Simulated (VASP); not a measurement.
Pb:

```
Pb
1.0
     0.00000    4.95004    4.95004
     4.95004    0.00000    4.95004
     4.95004    4.95004    0.00000
Pb
8
Direct
  0.00000 0.00000 0.00000
  0.00000 0.00000 0.50000
  0.00000 0.50000 0.00000
  0.00000 0.50000 0.50000
  0.50000 0.00000 0.00000
  0.50000 0.00000 0.50000
  0.50000 0.50000 0.00000
  0.50000 0.50000 0.50000
```

Base run:

```yaml
Program: VASP 6.6.1
Functional: PBEsol
Potentials_or_basis: VASP PAW PBE potentials, release 64 (Pb_d)
Cutoff: 520 eV
k_mesh: 6 × 6 × 6
Occupations: fermi-dirac, width 0.05 eV
Spin: no spin polarisation
```

Its results: band gap on the k mesh zero (bands 56 and 57 overlap by 2.07 eV); pressure -0.3 GPa.

Task: The run is repeated on the same cell with these changes: functional from PBEsol to LDA; potentials or basis from VASP PAW PBE potentials, release 64 (Pb_d) to VASP PAW LDA potentials, release 64 (Pb_d). What comes out?

Result: Band gap on the k mesh zero (bands 56 and 57 overlap by 2.06 eV); pressure -1.7 GPa.

Caveats: spin-orbit coupling is left out, which moves the levels of the heavy elements; the PAW data sets were made with another functional, which shifts forces and pressure a little (at least some runs).
